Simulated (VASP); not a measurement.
A run of VASP 6.6.1 is set up as follows.

The input INCAR:

```
  PREC = Accurate
  ENCUT = 520
  EDIFF = 1E-7
  ISMEAR = -1
  SIGMA = 0.05
  LREAL = F
  LASPH = T
  NELM = 100
  ALGO = Normal
  ISIF = 2
  LWAVE = F
  LCHARG = F
  GGA = PE
  NBANDS = 14
```

The input KPOINTS:

```
regular mesh
0
Gamma
  16 16 16
```

The input POSCAR:

```
Bi
1.0
    0.0000000000      2.5146497657      2.5146497657
    2.5146497657      0.0000000000      2.5146497657
    2.5146497657      2.5146497657      0.0000000000
Bi
1
Direct
    0.0000000000      0.0000000000      0.0000000000
```

Potentials or basis: VASP PAW PBE potentials, release 64 (Bi_d).

Command:

```console
$ cat potpaw_PBE.64/Bi_d/POTCAR > POTCAR
$ mpirun -np 1 vasp_std > vasp.out
```

Problem. What does it give for the pressure?

Solution. -0.1 GPa.
